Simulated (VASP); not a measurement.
Runs of VASP 6.6.1 on GaAs (rocksalt type). The structure is that of space group Fm-3m (No. 225), or close to it. The cells are those of the table. 

```tsv
task	cell	cutoff (eV)	gap on the mesh (eV)	pressure (GPa)
single point	a = 3.718 Å, angles 60.0°, 2 atoms	520	none	0.3
single point	a = 3.563 Å, angles 60.0°, 2 atoms	520	none	15.7
single point	a = 3.204 Å, angles 60.0°, 2 atoms	520	none	111.2
single point	a = 3.642 Å, angles 60.0°, 2 atoms	520	none	(a)
relaxation of cell and atoms	relaxed from a = 3.549 Å, angles 60.0°, 2 atoms	600	none	0.0
```

Alike in all rows: level LDA; potentials or basis VASP PAW LDA potentials, release 64 (Ga_d, As); no spin polarisation; k mesh 13 × 13 × 13; smearing fermi-dirac 0.1 eV.

Fill in the values left out.

(a) 6.7.

Caveats: the cell stands under pressure (at least some runs).

A k mesh can miss the band edges, and the runs leave out spin-orbit coupling on As, Ga.

A gap of «none» marks levels without a gap at the run's occupations.
